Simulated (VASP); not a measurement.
# SiO2 (P6_322) in VASP: a series of runs

The runs below take SiO2 through relaxation of cell and atoms, single point, with PBE.

Everything below comes from runs of VASP 6.6.1. Logs are shortened: lines on timing, memory, paths and dates and some standing lists are left out, and cuts for length are marked.

## Step 1: The cell of the first run

It takes space group P6_322 (No. 182, hexagonal). Conventional cell: a = 4.790 Å, b = 4.790 Å, c = 8.371 Å, α = 90.00°, β = 90.00°, γ = 120.00°. Within 2.1 Å of Si (site symmetry 3) lie 4 O at 1.56 to 1.58 Å. O (site symmetry 2) has 2 Si at 1.58 Å within 2.1 Å. Within 2.1 Å of O (site symmetry 32) lie 2 Si at 1.56 Å.

## Step 2: Relaxation of cell and atoms, PBE, target pressure 8 GPa, at which the enthalpy is minimised

INCAR

```
ALGO = Normal
EDIFF = 1E-6
EDIFFG = -0.008
ENCUT = 600
GGA = PE
IBRION = 2
ISIF = 3
ISMEAR = 0
LASPH = T
LCHARG = F
LREAL = F
LWAVE = F
NELM = 100
NSW = 70
PREC = Accurate
PSTRESS = 80.0
SIGMA = 0.02
```

KPOINTS

```
k-points
0
Gamma
  6 6 4
```

POSCAR

```
SiO2
1.0
    4.7896662276      0.0000000000      0.0000000000
   -2.3948331138      4.1479726287      0.0000000000
    0.0000000000      0.0000000000      8.3705961508
Si O
4 8
Direct
    0.6666666667      0.3333333333      0.9368192379
    0.6666666667      0.3333333333      0.5631807621
    0.3333333333      0.6666666667      0.0631807621
    0.3333333333      0.6666666667      0.4368192379
    0.0000000000      0.3852698914      0.0000000000
    0.3852698914      0.3852698914      0.5000000000
    0.6147301086      0.0000000000      0.5000000000
    0.6147301086      0.6147301086      0.0000000000
    0.0000000000      0.6147301086      0.5000000000
    0.6666666667      0.3333333333      0.7500000000
    0.3333333333      0.6666666667      0.2500000000
    0.3852698914      0.0000000000      0.0000000000
```

Potentials or basis: VASP PAW PBE potentials, release 64 (Si, O).

Launch:

```
$ cat potpaw_PBE.64/Si/POTCAR potpaw_PBE.64/O/POTCAR > POTCAR
$ mpirun -np 1 vasp_std > vasp.out
```

OUTCAR:

```text
EDIFF = 1E-6
   EDIFFG = -0.008
   ENCUT = 600
   GGA = PE
   IBRION = 2
   ISIF = 3
   ISMEAR = 0
   LASPH = T
   LREAL = F
   NELM = 100
   NSW = 70
   PREC = Accurate
   PSTRESS = 80.0

 ion  position               nearest neighbor table
   1  0.667  0.333  0.937-  10 1.56   5 1.58  12 1.58   8 1.58   3 2.96   3 2.96   3 2.96   2 3.13

   2  0.667  0.333  0.563-  10 1.56   7 1.58   9 1.58   6 1.58   4 2.96   4 2.96   4 2.96   1 3.13

   3  0.333  0.667  0.063-  11 1.56  12 1.58   5 1.58   8 1.58   1 2.96   1 2.96   1 2.96   4 3.13

   4  0.333  0.667  0.437-  11 1.56   9 1.58   7 1.58   6 1.58   2 2.96   2 2.96   2 2.96   3 3.13

   5  0.000  0.385  0.000-   1 1.58   3 1.58
   6  0.385  0.385  0.500-   4 1.58   2 1.58
   7  0.615  0.000  0.500-   2 1.58   4 1.58
   8  0.615  0.615  0.000-   1 1.58   3 1.58
   9  0.000  0.615  0.500-   4 1.58   2 1.58
  10  0.667  0.333  0.750-   1 1.56   2 1.56
  11  0.333  0.667  0.250-   4 1.56   3 1.56
  12  0.385  0.000  0.000-   3 1.58   1 1.58

  LATTYP: Found a hexagonal cell.
 ALAT       =     4.7896662276
 C/A-ratio  =     1.7476366312

  Lattice vectors:

 A1 = (   4.7896662276,   0.0000000000,   0.0000000000)
 A2 = (  -2.3948331138,   4.1479726287,   0.0000000000)
 A3 = (   0.0000000000,   0.0000000000,   8.3705961508)

Analysis of symmetry for initial positions (statically):
=====================================================================
 Subroutine PRICEL returns:
 Original cell was already a primitive cell.

 Routine SETGRP: Setting up the symmetry group for a
 hexagonal supercell.

 Subroutine GETGRP returns: Found 12 space group operations
 (whereof  6 operations were pure point group operations)
 out of a pool of 24 trial point group operations.

The static configuration has the point symmetry D_3 .
 The point group associated with its full space group is D_6 .

Analysis of symmetry for dynamics (positions and initial velocities):
=====================================================================
 Subroutine PRICEL returns:
 Original cell was already a primitive cell.

 Routine SETGRP: Setting up the symmetry group for a
 hexagonal supercell.

 Subroutine GETGRP returns: Found 12 space group operations
 (whereof  6 operations were pure point group operations)
 out of a pool of 24 trial point group operations.

The dynamic configuration has the point symmetry D_3 .
 The point group associated with its full space group is D_6 .

 Subroutine INISYM returns: Found 12 space group operations
 (whereof  6 operations are pure point group operations),
 and found     1 'primitive' translations

----------------------------------------------------------------------------------------

                                     Primitive cell

  volume of cell :     166.3020

  direct lattice vectors                    reciprocal lattice vectors
     4.789666228  0.000000000  0.000000000     0.208782815  0.120540815  0.000000000
    -2.394833114  4.147972629  0.000000000     0.000000000  0.241081629  0.000000000
     0.000000000  0.000000000  8.370596151     0.000000000  0.000000000  0.119465804

  length of vectors
     4.789666228  4.789666228  8.370596151     0.241081629  0.241081629  0.119465804

  position of ions in fractional coordinates (direct lattice)
     0.666666667  0.333333333  0.936819238
     0.666666667  0.333333333  0.563180762
     0.333333333  0.666666667  0.063180762
     0.333333333  0.666666667  0.436819238
     1.000000000  0.385269891  0.000000000
     0.385269891  0.385269891  0.500000000
     0.614730109  0.000000000  0.500000000
     0.614730109  0.614730109  0.000000000
     1.000000000  0.614730109  0.500000000
     0.666666667  0.333333333  0.750000000
     0.333333333  0.666666667  0.250000000
     0.385269891  0.000000000  0.000000000

  ion indices of the primitive-cell ions
   primitive index   ion index
                 1           1
                 2           2
                 3           3
                 4           4
                 5           5
                 6           6
                 7           7
                 8           8
                 9           9
                10          10
                11          11
                12          12

----------------------------------------------------------------------------------------

 KPOINTS: k-points

Automatic generation of k-mesh.
 Grid dimensions read from file:
 generate k-points for:    6    6    4

 Generating k-lattice:

  Cartesian coordinates                     Fractional coordinates (reciprocal lattice)
     0.034797136  0.020090136  0.000000000     0.166666667 -0.000000000  0.000000000
     0.000000000  0.040180272  0.000000000     0.000000000  0.166666667  0.000000000
     0.000000000  0.000000000  0.029866451     0.000000000  0.000000000  0.250000000

  Length of vectors
     0.040180272  0.040180272  0.029866451

  Shift w.r.t. Gamma in fractional coordinates (k-lattice)
     0.000000000  0.000000000  0.000000000

 Subroutine IBZKPT returns following result:
 ===========================================

 Found     21 irreducible k-points:

 Following reciprocal coordinates:
            Coordinates               Weight
  0.000000  0.000000  0.000000      1.000000
  0.166667  0.000000  0.000000      6.000000
  0.333333  0.000000  0.000000      6.000000
  0.500000  0.000000  0.000000      3.000000
  0.166667  0.166667  0.000000      6.000000
  0.333333  0.166667  0.000000     12.000000
[... 13 lines left out ...]
  0.333333  0.166667  0.500000     12.000000
  0.333333  0.333333  0.500000      2.000000
   k-points           NKPTS =     21   k-points in BZ     NKDIM =     21   number of bands    NBANDS=     39
   number of dos      NEDOS =    301   number of ions     NIONS =     12
   total plane-waves  NPLWV = 112000
   dimension x,y,z NGX =    40 NGY =   40 NGZ =   70
   dimension x,y,z NGXF=    80 NGYF=   80 NGZF=  140
   ions per type =               4   8
   NGX,Y,Z   is equivalent  to a cutoff of  13.88, 13.88, 13.90 a.u.
   NGXF,Y,Z  is equivalent  to a cutoff of  27.77, 27.77, 27.80 a.u.
 SYSTEM =  unknown system
   PREC   = accura    normal or accurate (medium, high low for compatibility)
   ISTART =      0    job   : 0-new  1-cont  2-samecut
   ICHARG =      2    charge: 1-file 2-atom 10-const
   ISPIN  =      1    spin polarized calculation?
   LNONCOLLINEAR =      F non collinear calculations
   LSORBIT =      F    spin-orbit coupling
   LASPH  =      T    aspherical Exc in radial PAW
   ENCUT  =  600.0 eV  44.10 Ry    6.64 a.u.   9.57  9.57 16.72*2*pi/ulx,y,z
   NELM   =    100;   NELMIN=  2; NELMDL= -5     # of ELM steps
   EDIFF  = 0.1E-05   stopping-criterion for ELM
   LREAL  =      F    real-space projection
   EDIFFG = -.8E-02   stopping-criterion for IOM
   NSW    =     70    number of steps for IOM
   IBRION =      2    ionic relax: 0-MD 1-quasi-New 2-CG
   NFREE  =      1    steps in history (QN), initial steepest desc. (CG)
   ISIF   =      3    stress and relaxation
   ISYM   =      2    0-nonsym 1-usesym 2-fastsym
   POTIM  = 0.5000    time-step for ionic-motion
   TEBEG  =    0.0;   TEEND  =   0.0 temperature during run
   PSTRESS=   80.0 pullay stress
   NELECT =      64.0000    total number of electrons
   NUPDOWN=      -1.0000    fix difference up-down
   EMIN   =  10.00;   EMAX   =-10.00  energy-range for DOS
   EFERMI =   0.00;   METHOD = LEGACY
   ISMEAR =     0;   SIGMA  =   0.02  broadening in eV -4-tet -1-fermi 0-gaus
   EFERMI_NEDOS =   21; number of points for ismear=-14 and -15
   IALGO  =     38    algorithm
   IMIX   =      4    mixing-type and parameters
     AMIX     =   0.40;   BMIX     =  1.00
     AMIX_MAG =   1.60;   BMIX_MAG =  1.00
  volume/ion in A,a.u.               =      13.86        93.52
  Fermi-wavevector in a.u.,A,eV,Ry     =   1.190791  2.250269 19.292842  1.417984
  Thomas-Fermi vector in A             =   2.326868
   LORBIT       =      0    0 simple, 1 ext, 2 COOP (PROOUT), +10 PAW based schemes
   GGA     = PE    functional components
   LHFCALC =     F    Hartree Fock is set to
   AEXX    =    0.0000 exact exchange contribution
   IVDW    =     0    specifies the selected vdW correction
   LEPSILON=     F    determine dielectric tensor
   LRPA    =     F    only Hartree local field effects (RPA)
 conjugate gradient relaxation of ions
 non-spin polarized calculation
 Gauss-broadening in eV      SIGMA  =   0.02
  energy-cutoff  :      600.00
  volume of cell :      166.30
 maximum number of plane-waves:      5590
 NGX is ok and might be reduce to    40
   NGX = 19   NGY = 19   NGZ = 33

--------------------------------------- Ionic step        1  -------------------------------------------

 number of electron      64.0000007 magnetization

 Free energy of the ion-electron system (eV)
  ---------------------------------------------------
  ext. energy  EPLUGINS =         0.00000000
  ---------------------------------------------------
  free energy    TOTEN  =       -93.89701705 eV

  energy without entropy =      -93.89701705  energy(sigma->0) =      -93.89701705

------------------------ aborting loop because EDIFF is reached ----------------------------------------

  FORCE on cell =-STRESS in cart. coord.  units (eV):
  Direction    XX          YY          ZZ          XY          YZ          ZX
  --------------------------------------------------------------------------------------
  -------------------------------------------------------------------------------------
  Total       19.0174178     19.0174178     19.7379211     -0.0000000      0.0000000      0.0000000
  in kB      183.2165109    183.2165109    190.1579427     -0.0000000      0.0000000      0.0000000
  external PRESSURE =     105.5303215 kB  Pullay stress =      80.0000000 kB
[... 33 lines left out ...]
  enthalpy is  TOTEN    =       -85.5932161753 eV   P V=        8.3038008734

--------------------------------------- Ionic step        2  -------------------------------------------

 number of electron      64.0000001 magnetization

 E-fermi :  -0.2630     XC(G=0):  -8.0018

 val. band max:       -0.4330565900   @ k =   0.0000   0.0000   0.2500
 cond. band min:       4.6675907044   @ k =   0.0000   0.0000   0.0000
 fundamental gap:      5.1006472944
 Fermi energy:        -0.2630029127

 k-point     1 :       0.0000    0.0000    0.0000
  band No.  band energies     occupation
      1     -19.5512      2.00000
      2     -19.1619      2.00000
      3     -18.2994      2.00000
      4     -17.7021      2.00000
      5     -17.6084      2.00000
      6     -17.6084      2.00000
[... 958 lines left out ...]
  FREE ENERGIE OF THE ION-ELECTRON SYSTEM (eV)
  ---------------------------------------------------
  free  energy   TOTEN  =       -94.6208684202 eV

  energy  without entropy=      -94.6208684202  energy(sigma->0) =      -94.62086842

  enthalpy is  TOTEN    =       -85.9102095547 eV   P V=        8.7106588655

[... ionic steps 4 to 21 ...]

--------------------------------------- Ionic step       22  -------------------------------------------

 number of electron      63.9999981 magnetization

------------------------ aborting loop because EDIFF is reached ----------------------------------------

  FORCE on cell =-STRESS in cart. coord.  units (eV):
  Direction    XX          YY          ZZ          XY          YZ          ZX
  --------------------------------------------------------------------------------------
  -------------------------------------------------------------------------------------
  Total        8.2616688      8.2616688      8.2009180      0.0000000     -0.0000000      0.0000000
  in kB       79.8197827     79.8197827     79.2328413      0.0000000     -0.0000000      0.0000000
  external PRESSURE =      -0.3758645 kB  Pullay stress =      80.0000000 kB
[... 81 lines left out ...]
  enthalpy is  TOTEN    =       -86.0391281199 eV   P V=        8.2796298953

--------------------------------------- Ionic step       24  -------------------------------------------

 number of electron      63.9999980 magnetization

 Free energy of the ion-electron system (eV)
  ---------------------------------------------------
  ext. energy  EPLUGINS =         0.00000000
  ---------------------------------------------------
  free energy    TOTEN  =       -94.31672431 eV

  energy without entropy =      -94.31672431  energy(sigma->0) =      -94.31672431

 E-fermi :   0.6331     XC(G=0):  -8.5631

 val. band max:        0.4981782609   @ k =   0.0000   0.0000   0.2500
 cond. band min:       6.1821216072   @ k =   0.0000   0.0000   0.0000
 fundamental gap:      5.6839433464
 Fermi energy:         0.6330653682

 k-point     1 :       0.0000    0.0000    0.0000
  band No.  band energies     occupation
      1     -19.1961      2.00000
      2     -18.8003      2.00000
      3     -17.6911      2.00000
      4     -17.0512      2.00000
      5     -16.9208      2.00000
      6     -16.9208      2.00000
[... 910 lines left out ...]
  FREE ENERGIE OF THE ION-ELECTRON SYSTEM (eV)
  ---------------------------------------------------
  free  energy   TOTEN  =       -94.3167243116 eV

  energy  without entropy=      -94.3167243116  energy(sigma->0) =      -94.31672431

  enthalpy is  TOTEN    =       -86.0391704143 eV   P V=        8.2775538974

 reached required accuracy - stopping structural energy minimisation
```

Wall time 28 min (1 thread of AMD EPYC 9R45 (Zen 5), shared host); peak memory 0.36 GiB.

What came out:

```yaml
Free_energy: -94.3167 eV
Relaxed_volume: 13.81 Å³/atom
Relaxed_cell: a = 4.733 Å, b = 4.733 Å, c = 8.545 Å, α = 90.00°, β = 90.00°, γ = 120.00°
Space_group_after_relaxing_to_0.1_Å: P6_322 (No. 182)
Energy_change_on_relaxing_the_run_minimises_the_enthalpy: -35.0 meV/atom
Ionic_steps: 24
Pressure_after_relaxing: 8.0 GPa
Largest_force_after_relaxing: 0.006 eV/Å
Band_gap_on_the_k_mesh: 5.68 eV (least direct gap 5.82 eV)
```

Forces in eV/Å, atoms in the order of the input:
```
Si   0.000  0.000  0.001
Si   0.000  0.000 -0.001
Si   0.000  0.000 -0.001
Si   0.000  0.000  0.001
O    0.003 -0.006  0.000
O   -0.003 -0.006  0.000
O    0.006  0.000  0.000
O    0.003  0.006  0.000
O   -0.003  0.006  0.000
O    0.000  0.000  0.000
O    0.000  0.000  0.000
O   -0.006  0.000  0.000
```

The path:
| step | energy change (eV) | largest force (eV/Å) | pressure (GPa) | volume (Å³) |
| --- | --- | --- | --- | --- |
| 1 | 0.0000 | 1.1044 | 18.55 | 166.30 |
| 2 | -0.5759 | 1.0115 | -7.44 | 189.25 |
| 3 | -0.7239 | 0.2312 | 7.11 | 174.45 |
| 4 | -0.7127 | 0.2541 | 7.38 | 174.22 |
| 5 | -0.6923 | 0.2779 | 7.37 | 173.38 |
| 6 | -0.6328 | 0.8504 | 7.36 | 171.94 |
| 7 | -0.6285 | 0.8400 | 7.37 | 171.77 |
| 8 | -0.6152 | 0.8105 | 7.37 | 171.27 |
| 9 | -0.5863 | 0.7486 | 7.39 | 170.25 |
| 10 | -0.5179 | 0.6211 | 7.38 | 168.23 |
| 11 | -0.3273 | 0.3462 | 7.34 | 164.22 |
| 12 | -0.4175 | 0.4673 | 7.39 | 165.91 |
| 13 | -0.4266 | 0.2123 | 7.66 | 165.96 |
| 14 | -0.4296 | 0.0411 | 7.85 | 166.00 |
| 15 | -0.4297 | 0.0327 | 7.86 | 166.00 |
| 16 | -0.4272 | 0.0349 | 7.93 | 165.94 |
| 17 | -0.4194 | 0.0421 | 8.10 | 165.78 |
| 18 | -0.4161 | 0.0452 | 8.20 | 165.71 |
| 19 | -0.4172 | 0.0269 | 8.16 | 165.73 |
| 20 | -0.4198 | 0.0288 | 8.06 | 165.78 |
| 21 | -0.4217 | 0.0130 | 7.99 | 165.82 |
| 22 | -0.4224 | 0.0118 | 7.96 | 165.83 |
| 23 | -0.4217 | 0.0108 | 7.96 | 165.82 |
| 24 | -0.4197 | 0.0064 | 7.96 | 165.78 |

Final structure:
```cif
data_structure
_symmetry_space_group_name_H-M 'P 1'
_symmetry_Int_Tables_number 1
_cell_length_a 4.7331
_cell_length_b 4.7331
_cell_length_c 8.5447
_cell_angle_alpha 90.000
_cell_angle_beta 90.000
_cell_angle_gamma 120.000
_cell_volume 165.78
loop_
_atom_site_label
_atom_site_type_symbol
_atom_site_fract_x
_atom_site_fract_y
_atom_site_fract_z
_atom_site_occupancy
Si1 Si 0.66667 0.33333 0.93638 1
Si2 Si 0.66667 0.33333 0.56362 1
Si3 Si 0.33333 0.66667 0.06362 1
Si4 Si 0.33333 0.66667 0.43638 1
O1 O 0.00000 0.35854 0.00000 1
O2 O 0.35854 0.35854 0.50000 1
O3 O 0.64146 0.00000 0.50000 1
O4 O 0.64146 0.64146 0.00000 1
O5 O 0.00000 0.64146 0.50000 1
O6 O 0.66667 0.33333 0.75000 1
O7 O 0.33333 0.66667 0.25000 1
O8 O 0.35854 0.00000 0.00000 1
```

Caveat: the cell is relaxed towards a set pressure, so the run minimises the enthalpy, not the energy. A k mesh can miss the band edges.

## Step 3: Single point, PBE

This run uses another cell than the first one, of 16.19 Å³/atom.

INCAR

```
PREC = Accurate
ENCUT = 520
EDIFF = 1E-6
ISMEAR = 0
SIGMA = 0.02
LREAL = False
LASPH = True
NELM = 80
ALGO = Normal
ISIF = 2
LWAVE = False
LCHARG = True
GGA = PE
LELF = True
LVHAR = True
NBANDS = 44
```

KPOINTS

```
Automatic mesh
0
Gamma
  6 6 4
```

POSCAR

```
SiO2
1.0
    5.0993030208      0.0000000000      0.0000000000
   -2.5496515104      4.4161259576      0.0000000000
    0.0000000000      0.0000000000      8.6285745866
Si O
4 8
Direct
    0.6666666667      0.3333333333      0.9372042429
    0.6666666667      0.3333333333      0.5627957571
    0.3333333333      0.6666666667      0.0627957571
    0.3333333333      0.6666666667      0.4372042429
    0.0000000000      0.4173773689      0.0000000000
    0.4173773689      0.4173773689      0.5000000000
    0.5826226311      0.0000000000      0.5000000000
    0.5826226311      0.5826226311      0.0000000000
    0.0000000000      0.5826226311      0.5000000000
    0.6666666667      0.3333333333      0.7500000000
    0.3333333333      0.6666666667      0.2500000000
    0.4173773689      0.0000000000      0.0000000000
```

Potentials or basis: VASP PAW PBE potentials, release 64 (Si, O).

Launch:

```
$ cat potpaw_PBE.64/Si/POTCAR potpaw_PBE.64/O/POTCAR > POTCAR
$ mpirun -np 1 vasp_std > vasp.out
```

It took 4.7 min on 1 thread of AMD EPYC 7R13, shared host; peak memory 0.33 GiB.

It converged, with:

```
Free energy            : -94.9329 eV
Pressure               : 0.1 GPa
Largest force          : 0.011 eV/Å
Band gap on the k mesh : 5.46 eV (least direct gap 5.51 eV)
```

Forces in eV/Å, atoms in the order of the input:
```
Si   0.000  0.000 -0.011
Si   0.000  0.000  0.011
Si   0.000  0.000  0.011
Si   0.000  0.000 -0.011
O   -0.003  0.005  0.000
O    0.003  0.005  0.000
O   -0.005  0.000  0.000
O   -0.003 -0.005  0.000
O    0.003 -0.005  0.000
O    0.000  0.000  0.000
O    0.000  0.000  0.000
O    0.005  0.000  0.000
```

Levels at points of the mesh, in eV from the valence-band top:
| k point | band 29 | band 30 | band 31 | band 32 | band 33 | band 34 | band 35 | band 36 |
| --- | --- | --- | --- | --- | --- | --- | --- | --- |
| (0.00, 0.00, 0.00) | -0.77 | -0.71 | -0.05 | -0.05 | 5.46 | 7.58 | 8.26 | 8.70 |
| (0.50, 0.00, 0.00) | -0.92 | -0.74 | -0.62 | -0.04 | 7.63 | 8.21 | 8.81 | 9.03 |
| (0.00, 0.00, 0.50) | -0.62 | -0.62 | -0.19 | -0.19 | 6.24 | 6.24 | 9.09 | 9.09 |
| (0.50, 0.00, 0.50) | -0.72 | -0.72 | -0.36 | -0.36 | 8.01 | 8.01 | 8.50 | 8.50 |

A k mesh can miss the band edges.
